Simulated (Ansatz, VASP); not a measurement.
C: VASP beside Ansatz

```
CELL_PARAMETERS angstrom
0.00000 1.76500 1.85219
1.76500 0.00000 1.85219
1.76500 1.76500 0.00000
ATOMIC_POSITIONS crystal
C 0.50000 0.50000 0.50000
C 0.75000 0.75000 0.75000
```

Alike in both runs: task single point; functional LDA; k mesh 12 × 12 × 12; occupations gaussian, width 0.05 eV; no spin polarisation.

```csv
,VASP,Ansatz
version,VASP 6.6.1,Ansatz 0.2.0
potentials or method,"VASP PAW LDA potentials, release 64 (C), cutoff 520 eV","scalar-relativistic, plane waves, PAW"
valence electrons in the cell,8,8
```

```csv
,VASP,Ansatz,Ansatz less VASP
gap on the k mesh at the Fermi level (eV),3.48,3.49,+0.008
least direct gap on the mesh (eV),5.07,5.07,-0.001
pressure (GPa),-18.6,-20.1,-1.45
"traceless stress, the component that is largest in VASP (GPa)",-30.60,-30.64,-0.038
```

Ansatz warns that its potentials were made for another functional, while VASP's fit it. LDA's correlation is that of Perdew and Zunger in VASP and of Perdew and Wang (1992) in Ansatz.
